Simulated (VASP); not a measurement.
# Al48N49 (a cell with a defect) in VASP: single point with PBEsol

Aim: the single point of Al48N49 (a cell with a defect) with PBEsol.

Everything below comes from runs of VASP 6.6.1. Logs are shortened: lines on timing, memory, paths and dates and some standing lists are left out, and cuts for length are marked.

## 1. The cell of the first run

The cell holds a defect, 97 atoms: a = 9.341 Å, b = 10.787 Å, c = 9.967 Å, α = 90.00°, β = 90.00°, γ = 90.00°.

## 2. Single point, PBEsol

INCAR reads:

```
SYSTEM = Al48N49
  ALGO = Normal
  EDIFF = 1E-6
  ENCUT = 520
  GGA = PS
  GGA_COMPAT = .False.
  ISIF = 2
  ISMEAR = -1
  ISYM = 0
  LASPH = .True.
  LCHARG = .False.
  LREAL = Auto
  LWAVE = .False.
  NBANDS = 248
  NELM = 120
  PREC = Accurate
  SIGMA = 0.05
```

KPOINTS reads:

```
Automatic mesh
0
Gamma
  1 1 1
  0.25 0.25 0.25
```

POSCAR reads:

```
Al48N49
1.0
    9.3414480000      0.0000000000      0.0000000000
    0.0000000000     10.7865750000      0.0000000000
    0.0000000000      0.0000000000      9.9670570000
Al N
48 49
Direct
    0.1661850000      0.0840310000      0.2488670000
    0.1704470000      0.0777700000      0.7489620000
    0.9999910000      0.3341870000      0.2451070000
    0.0171820000      0.3177210000      0.7560070000
    0.4990700000      0.0843920000      0.2480410000
    0.4951330000      0.0827420000      0.7489550000
    0.3326720000      0.3345200000      0.2483960000
    0.3306150000      0.3332020000      0.7482080000
    0.1662840000      0.5846440000      0.2490620000
    0.1639980000      0.5834670000      0.7480770000
    0.9992210000      0.8347770000      0.2489480000
    0.0000380000      0.8366600000      0.7477820000
    0.8322770000      0.0845070000      0.2487010000
    0.8330620000      0.0848070000      0.7471880000
    0.6641990000      0.3333920000      0.2448100000
    0.6554150000      0.3282570000      0.7464430000
    0.4995010000      0.5840790000      0.2485310000
    0.4994570000      0.5843000000      0.7469650000
    0.3327340000      0.8338280000      0.2485480000
    0.3327850000      0.8311100000      0.7483380000
    0.8329440000      0.5853580000      0.2448680000
    0.8259550000      0.6076320000      0.7558070000
    0.6657970000      0.8348520000      0.2487330000
    0.6619610000      0.8414100000      0.7488300000
    0.9990780000      0.1686670000      0.4988600000
    0.9998700000      0.1652240000      0.9998030000
    0.3321600000      0.1674570000      0.4974910000
    0.3325150000      0.1675970000      0.9992370000
    0.1643900000      0.4171160000      0.4968370000
    0.1677180000      0.4185220000      0.9997290000
    0.9982810000      0.6674700000      0.4971820000
    0.0012120000      0.6690960000      0.9994020000
    0.6652940000      0.1673110000      0.4979550000
    0.6661870000      0.1671370000      0.9966800000
    0.4989050000      0.4174930000      0.4976490000
    0.4993080000      0.4180140000      0.9966330000
    0.3327400000      0.6671030000      0.4985610000
    0.3329090000      0.6670710000      0.9982000000
    0.1662460000      0.9173040000      0.4977510000
    0.1666160000      0.9168410000      0.9992740000
    0.8267800000      0.4151000000      0.4871940000
    0.8329380000      0.4179860000      0.9962590000
    0.6670170000      0.6672950000      0.4989230000
    0.6638130000      0.6695090000      0.9994340000
    0.4986520000      0.9174870000      0.4977000000
    0.4984300000      0.9180360000      0.9993480000
    0.8321580000      0.9179550000      0.4983070000
    0.8326400000      0.9182940000      0.9984700000
    0.9993840000      0.1666540000      0.1891900000
    0.0068980000      0.1563200000      0.6894950000
    0.3323750000      0.1679830000      0.1894580000
    0.3313560000      0.1672990000      0.6890010000
    0.1668230000      0.4185820000      0.1889580000
    0.1646050000      0.4165680000      0.6889700000
    0.0007170000      0.6685340000      0.1888480000
    0.9986950000      0.6697120000      0.6892530000
    0.6658120000      0.1668960000      0.1869490000
    0.6607210000      0.1619870000      0.6890610000
    0.4985930000      0.4179510000      0.1869370000
    0.4928580000      0.4164500000      0.6885860000
    0.3329100000      0.6672830000      0.1891620000
    0.3310890000      0.6653560000      0.6892090000
    0.1661880000      0.9173230000      0.1896870000
    0.1682530000      0.9138720000      0.6885040000
    0.8319820000      0.4175620000      0.1870110000
    0.8499280000      0.3523130000      0.6704350000
    0.6650280000      0.6684560000      0.1889190000
    0.6582420000      0.6792760000      0.6895650000
    0.4988050000      0.9177030000      0.1895600000
    0.4948140000      0.9188650000      0.6886040000
    0.8327330000      0.9178830000      0.1892830000
    0.8320800000      0.9181630000      0.6893880000
    0.1657970000      0.0839560000      0.4388760000
    0.1671790000      0.0830360000      0.9399890000
    0.0002480000      0.3346420000      0.4340010000
    0.0016640000      0.3331420000      0.9424530000
    0.4985670000      0.0838410000      0.4384170000
    0.4983800000      0.0843230000      0.9396040000
    0.3317050000      0.3343640000      0.4389200000
    0.3323660000      0.3338570000      0.9388940000
    0.1657700000      0.5843450000      0.4399660000
    0.1657930000      0.5842080000      0.9388700000
    0.9990080000      0.8346400000      0.4395730000
    0.9993840000      0.8350540000      0.9388930000
    0.8324050000      0.0848320000      0.4395950000
    0.8330070000      0.0846470000      0.9383220000
    0.6606130000      0.3316730000      0.4335880000
    0.6666640000      0.3345650000      0.9358070000
    0.4997790000      0.5840890000      0.4395070000
    0.4996180000      0.5843540000      0.9381850000
    0.3325220000      0.8334310000      0.4389670000
    0.3328400000      0.8335010000      0.9394860000
    0.8337670000      0.5856660000      0.4337440000
    0.8328130000      0.5869980000      0.9422640000
    0.6658030000      0.8346770000      0.4389160000
    0.6654180000      0.8361410000      0.9398820000
    0.7782040000      0.4649020000      0.6695200000
```

Potentials or basis: VASP PAW PBE potentials, release 64 (Al, N).

Run with:

```bash
cat potpaw_PBE.64/Al/POTCAR potpaw_PBE.64/N/POTCAR > POTCAR
mpirun -np 1 vasp_std > vasp.out
```

OUTCAR:

```text
SYSTEM = Al48N49
   EDIFF = 1E-6
   ENCUT = 520
   GGA = PS
   ISIF = 2
   ISMEAR = -1
   ISYM = 0
   LASPH = .True.
   LREAL = Auto
   NELM = 120
   PREC = Accurate

 ion  position               nearest neighbor table
   1  0.166  0.084  0.249-  49 1.89  51 1.89  63 1.89  73 1.89  26 3.06  27 3.06  39 3.06  28 3.07
                            40 3.07  25 3.08  11 3.11   5 3.11   3 3.11  19 3.12   7 3.12  13 3.12
   2  0.170  0.078  0.749-  50 1.84  64 1.87  52 1.88  74 1.91   4 2.96   6 3.03  40 3.04  39 3.04
                            12 3.05  20 3.06  28 3.07  27 3.08  26 3.11  25 3.12   8 3.14  14 3.15
   3  1.000  0.334  0.245-  75 1.88  53 1.89  49 1.89  65 1.90  41 3.03  30 3.04  26 3.05  42 3.07
                            29 3.07  25 3.10   7 3.11   1 3.11  13 3.12   9 3.12  21 3.13  15 3.14
   4  0.017  0.318  0.756-  66 1.82  50 1.87  54 1.87  76 1.87   8 2.93  26 2.94   2 2.96  30 3.01
                            25 3.03  14 3.05  29 3.12  42 3.14  10 3.18
   5  0.499  0.084  0.248-  69 1.89  51 1.89  57 1.89  77 1.90  46 3.06  28 3.06  27 3.07  33 3.07
                            45 3.07  34 3.08  15 3.10   1 3.11  23 3.11  13 3.11   7 3.11  19 3.12
   6  0.495  0.083  0.749-  58 1.87  70 1.87  52 1.88  78 1.90   2 3.03  24 3.03  16 3.04  28 3.06
                            46 3.06  27 3.07  45 3.07  34 3.08  33 3.10   8 3.11  20 3.11  14 3.16
   7  0.333  0.335  0.248-  51 1.89  53 1.89  59 1.89  79 1.90  30 3.06  35 3.06  29 3.07  28 3.07
                            27 3.07  36 3.09  15 3.10   3 3.11  17 3.11   9 3.11   5 3.11   1 3.12
   8  0.331  0.333  0.748-  60 1.86  52 1.88  54 1.89  80 1.90   4 2.93  16 3.03  27 3.07  30 3.07
                            36 3.07  28 3.07  29 3.08  35 3.09   6 3.11  10 3.12  18 3.13   2 3.14
   9  0.166  0.585  0.249-  53 1.89  55 1.89  61 1.89  81 1.90  29 3.06  31 3.06  30 3.06  37 3.06
                            32 3.07  38 3.08  19 3.11  17 3.11   7 3.11  21 3.11   3 3.12  11 3.12
  10  0.164  0.583  0.748-  62 1.89  54 1.89  56 1.90  82 1.90  32 3.07  30 3.08  31 3.08  37 3.08
                            29 3.08  38 3.09  20 3.10   8 3.12  12 3.13  18 3.13  22 3.17   4 3.18
  11  0.999  0.835  0.249-  63 1.89  55 1.89  71 1.89  83 1.90  39 3.06  31 3.06  32 3.06  47 3.07
                            40 3.07  48 3.08  21 3.11   1 3.11  13 3.11  23 3.11  19 3.12   9 3.12
  12  0.000  0.837  0.748-  64 1.87  72 1.89  56 1.89  84 1.90  22 2.96   2 3.05  39 3.06  47 3.07
                            40 3.07  48 3.08  32 3.09  31 3.09  14 3.10  20 3.11  10 3.13  24 3.16
  13  0.832  0.085  0.249-  49 1.89  71 1.89  57 1.89  85 1.90  26 3.06  33 3.07  47 3.07  48 3.07
                            25 3.08  34 3.08  23 3.11  15 3.11  11 3.11   5 3.11   3 3.12   1 3.12
  14  0.833  0.085  0.747-  50 1.89  72 1.89  58 1.90  86 1.91   4 3.05  25 3.06  47 3.06  34 3.07
                            33 3.07  24 3.07  48 3.08  26 3.09  12 3.10  16 3.11   2 3.15   6 3.16
  15  0.664  0.333  0.245-  87 1.88  59 1.89  57 1.89  65 1.90  41 2.99  36 3.05  34 3.05  42 3.07
                            35 3.09  33 3.09   7 3.10   5 3.10  13 3.11  17 3.11   3 3.14  21 3.14
  16  0.655  0.328  0.746-  60 1.88  58 1.88  88 1.89  66 1.99  97 2.02  33 3.03   8 3.03  35 3.04
                            34 3.04   6 3.04  36 3.05  14 3.11  18 3.12  42 3.14  41 3.18
  17  0.500  0.584  0.249-  67 1.89  61 1.89  59 1.89  89 1.90  44 3.06  35 3.06  37 3.07  38 3.07
                            43 3.08  36 3.08   7 3.11  15 3.11  19 3.11   9 3.11  21 3.12  23 3.12
  18  0.499  0.584  0.747-  62 1.89  68 1.89  60 1.90  90 1.91  37 3.06  43 3.06  22 3.06  36 3.07
                            35 3.07  38 3.08  20 3.08  44 3.09  16 3.12  10 3.13   8 3.13  24 3.16
  19  0.333  0.834  0.249-  69 1.89  63 1.89  61 1.89  91 1.90  40 3.06  45 3.06  46 3.06  39 3.07
                            37 3.07  38 3.08   9 3.11  23 3.11  17 3.11   1 3.12  11 3.12   5 3.12
  20  0.333  0.831  0.748-  64 1.87  70 1.88  62 1.88  92 1.91  37 3.05  38 3.05   2 3.06  24 3.08
                            45 3.08  18 3.08  40 3.09  39 3.09  46 3.09  10 3.10  12 3.11   6 3.11
  21  0.833  0.585  0.245-  93 1.88  55 1.89  67 1.89  65 1.90  41 3.03  32 3.05  44 3.05  42 3.07
                            31 3.08  43 3.10  11 3.11  23 3.11   9 3.11  17 3.12   3 3.13  15 3.14
  22  0.826  0.608  0.756-  97 1.82  68 1.87  56 1.87  94 1.87  44 2.94  24 2.95  12 2.96  32 3.00
                            43 3.03  18 3.06  31 3.11  42 3.15  10 3.17
  23  0.666  0.835  0.249-  67 1.89  69 1.89  71 1.89  95 1.90  44 3.06  45 3.06  47 3.07  46 3.07
                            48 3.08  43 3.08  13 3.11   5 3.11  19 3.11  21 3.11  11 3.11  17 3.12
  24  0.662  0.841  0.749-  68 1.85  70 1.87  72 1.89  96 1.91  22 2.95   6 3.03  46 3.04  45 3.04
                            48 3.07  47 3.07  14 3.07  20 3.08  44 3.11  43 3.12  12 3.16  18 3.16
  25  0.999  0.169  0.499-  85 1.89  73 1.90  75 1.90  50 1.91   4 3.03  14 3.06  13 3.08   1 3.08
[... 376 lines left out ...]
   EMIN   =  10.00;   EMAX   =-10.00  energy-range for DOS
   EFERMI =   0.00;   METHOD = LEGACY
   ISMEAR =    -1;   SIGMA  =   0.05  broadening in eV -4-tet -1-fermi 0-gaus
   EFERMI_NEDOS =   21; number of points for ismear=-14 and -15
   IALGO  =     38    algorithm
   IMIX   =      4    mixing-type and parameters
     AMIX     =   0.40;   BMIX     =  1.00
     AMIX_MAG =   1.60;   BMIX_MAG =  1.00
  volume/ion in A,a.u.               =      10.35        69.87
  Fermi-wavevector in a.u.,A,eV,Ry     =   1.193355  2.255115 19.376017  1.424097
  Thomas-Fermi vector in A             =   2.329372
   LORBIT       =      0    0 simple, 1 ext, 2 COOP (PROOUT), +10 PAW based schemes
   GGA     = PS    functional components
   LHFCALC =     F    Hartree Fock is set to
   AEXX    =    0.0000 exact exchange contribution
   IVDW    =     0    specifies the selected vdW correction
   LEPSILON=     F    determine dielectric tensor
   LRPA    =     F    only Hartree local field effects (RPA)
 non-spin polarized calculation
  energy-cutoff  :      520.00
  volume of cell :     1004.30
 maximum number of plane-waves:     27045
 NGX is ok and might be reduce to    70
   NGX = 35   NGY = 41   NGZ = 37

 number of electron     389.0000004 magnetization

 Free energy of the ion-electron system (eV)
  ---------------------------------------------------
  ext. energy  EPLUGINS =         0.00000000
  ---------------------------------------------------
  free energy    TOTEN  =      -755.29571472 eV

  energy without entropy =     -755.22090400  energy(sigma->0) =     -755.25830936

 E-fermi :   7.4158     XC(G=0): -11.1384

 val. band max:        7.4105192336   @ k =  -0.2500  -0.2500   0.2500
 cond. band min:       7.4172139804   @ k =  -0.2500   0.2500  -0.2500
 fundamental gap:      0.0066947468
 Fermi energy:         7.4158157438

 k-point     1 :       0.2500    0.2500    0.2500
  band No.  band energies     occupation
      1     -12.3043      2.00000
      2      -8.8722      2.00000
      3      -8.5208      2.00000
      4      -8.4340      2.00000
      5      -8.3488      2.00000
      6      -8.0882      2.00000
[... 825 lines left out ...]
    205      11.8360      0.00000
    206      11.8913      0.00000
 [bands above 206 left out]

------------------------ aborting loop because EDIFF is reached ----------------------------------------

  FORCE on cell =-STRESS in cart. coord.  units (eV):
  Direction    XX          YY          ZZ          XY          YZ          ZX
  --------------------------------------------------------------------------------------
  -------------------------------------------------------------------------------------
  Total       11.9492401     14.1094176     10.1182546     -1.1442448      0.3330029      0.7300028
  in kB       19.0627767     22.5089357     16.1417820     -1.8254284      0.5312437      1.1645829
  external PRESSURE =      19.2378315 kB  Pullay stress =       0.0000000 kB

 VOLUME and BASIS-vectors are now :
 -----------------------------------------------------------------------------
  energy-cutoff  :      520.00
  volume of cell :     1004.30
      direct lattice vectors                 reciprocal lattice vectors
     9.341448000  0.000000000  0.000000000     0.107049785  0.000000000  0.000000000
     0.000000000 10.786575000  0.000000000     0.000000000  0.092707834  0.000000000
     0.000000000  0.000000000  9.967057000     0.000000000  0.000000000  0.100330519

 POSITION                                       TOTAL-FORCE (eV/Angst)
 -----------------------------------------------------------------------------------
      1.55241      0.90641      2.48047         0.002495      0.001984     -0.000682
      1.59222      0.83887      7.46495         0.010952     -0.002231      0.006682
      9.34136      3.60473      2.44300         0.002364     -0.002953     -0.002123
      0.16050      3.42712      7.53516        -0.000309     -0.004885     -0.010595
      4.66204      0.91030      2.47224         0.003015     -0.000799      0.000106
      4.62526      0.89250      7.46488         0.005855      0.005576      0.000039
[... 89 lines left out ...]
      6.21597      9.01910      9.36786         0.002016      0.001043     -0.004757
      7.26955      5.01470      6.67314        -0.099802      0.117576      0.021938
 -----------------------------------------------------------------------------------
    total drift:                               -0.015948     -0.021499     -0.018679

  FREE ENERGIE OF THE ION-ELECTRON SYSTEM (eV)
  ---------------------------------------------------
  free  energy   TOTEN  =      -755.2957147237 eV

  energy  without entropy=     -755.2209039985  energy(sigma->0) =     -755.25830936
```

Wall time 59 min (1 thread of Intel Xeon 8259CL, shared host); peak memory 1.2 GiB.

Results:

* Free energy: -755.2957 eV
* Pressure: 1.9 GPa
* Largest force: 0.156 eV/Å
* Band gap on the k mesh: zero (an odd number of electrons rules out a gap without spin polarisation)

Forces in eV/Å, atoms in the order of the input:
```
Al   0.002  0.002 -0.001
Al   0.011 -0.002  0.007
Al   0.002 -0.003 -0.002
Al   0.000 -0.005 -0.011
Al   0.003 -0.001  0.000
Al   0.006  0.006  0.000
Al  -0.003  0.002 -0.002
Al  -0.005 -0.001  0.001
Al   0.002  0.009  0.005
Al  -0.001  0.006 -0.001
Al   0.001 -0.002  0.002
Al   0.003  0.003  0.004
Al  -0.002  0.001 -0.001
Al  -0.002  0.008 -0.003
Al   0.002  0.000 -0.012
Al   0.047  0.023 -0.005
Al   0.000  0.004 -0.002
Al   0.005  0.000  0.002
Al  -0.003  0.001  0.002
Al   0.001  0.000  0.002
Al  -0.001  0.001  0.001
Al   0.007 -0.002 -0.018
Al   0.001  0.002  0.000
Al  -0.003  0.008  0.003
Al   0.006  0.002  0.002
Al  -0.003 -0.002 -0.001
Al  -0.001 -0.002 -0.002
Al  -0.006 -0.005  0.000
Al  -0.004  0.003 -0.006
Al   0.007  0.003 -0.006
Al  -0.003 -0.004 -0.004
Al  -0.005  0.001  0.007
Al  -0.005 -0.011 -0.003
Al   0.001 -0.003 -0.006
Al  -0.008  0.002  0.001
Al  -0.002  0.001 -0.005
Al  -0.008 -0.006 -0.001
Al  -0.004 -0.005  0.000
Al   0.002 -0.009 -0.004
Al   0.002 -0.006  0.002
Al   0.028  0.028 -0.002
Al  -0.011 -0.003 -0.002
Al   0.007 -0.005 -0.003
Al  -0.009  0.001  0.003
Al   0.000 -0.005 -0.002
Al   0.001 -0.002  0.003
Al  -0.007 -0.003 -0.004
Al  -0.006  0.002  0.002
N    0.001  0.003 -0.001
N   -0.007 -0.005 -0.003
N    0.001 -0.001  0.000
N   -0.001  0.002  0.000
N    0.001 -0.008  0.002
N    0.004  0.003  0.004
N    0.002 -0.001 -0.001
N   -0.001 -0.001  0.002
N    0.001  0.002  0.003
N   -0.005 -0.013 -0.008
N    0.002 -0.002  0.003
N   -0.005 -0.002 -0.005
N    0.000  0.000 -0.002
N   -0.003 -0.003 -0.002
N    0.000  0.002  0.000
N   -0.005 -0.003 -0.001
N   -0.001 -0.002  0.003
N    0.053 -0.140  0.041
N   -0.001  0.000  0.000
N   -0.002 -0.008  0.001
N    0.000  0.002  0.000
N   -0.002  0.001  0.003
N   -0.001  0.003  0.001
N   -0.003 -0.003  0.000
N    0.000  0.002  0.004
N    0.002  0.004 -0.005
N   -0.002 -0.003 -0.002
N   -0.002  0.003 -0.003
N    0.001  0.004  0.000
N    0.000  0.005 -0.004
N    0.000 -0.002  0.003
N    0.001  0.003 -0.002
N    0.002 -0.001  0.004
N    0.000 -0.002  0.000
N    0.001  0.004  0.002
N    0.001  0.000 -0.001
N    0.000  0.003  0.000
N    0.003  0.002  0.000
N    0.006 -0.002  0.008
N   -0.002  0.002  0.011
N    0.001  0.001  0.001
N    0.003  0.000  0.000
N    0.003  0.001  0.001
N    0.002  0.003 -0.001
N    0.001 -0.004 -0.004
N    0.003 -0.004 -0.006
N    0.002  0.003  0.001
N    0.002  0.001 -0.005
N   -0.100  0.118  0.022
```

Caveat: the PAW data sets were made with another functional, which shifts forces and pressure a little; an odd number of electrons without spin polarisation forces a metal; a magnetic or distorted state may lie lower.
